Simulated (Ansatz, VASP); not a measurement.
# One calculation of ZnMo3, two programs

```
CELL_PARAMETERS angstrom
3.99504 0.00000 0.00000
0.00000 3.99504 0.00000
0.00000 0.00000 3.99504
ATOMIC_POSITIONS crystal
Mo 0.50000 0.50000 0.00000
Mo 0.50000 0.00000 0.50000
Mo 0.00000 0.50000 0.50000
Zn 0.00000 0.00000 0.00000
```

Alike in both runs: task single point; functional PBE; k mesh 7 × 7 × 7; occupations fermi-dirac, width 0.05 eV; no spin polarisation.

```csv
,VASP,Ansatz
version,VASP 6.6.1,Ansatz 0.2.0
potentials or method,"VASP PAW PBE potentials, release 64 (Mo_sv, Zn)",Ansatz PAW
plane-wave cutoff (eV),520,420
valence electrons in the cell,54,54
```

```csv
,VASP,Ansatz,Ansatz less VASP
gap on the k mesh at the Fermi level (eV),none,none,-
pressure (GPa),-8.4,-8.8,-0.48
```

A gap of «none» marks a metal or a gap that the smearing closes. The functional is the same, so the differences come from potentials, cutoffs and numerics.
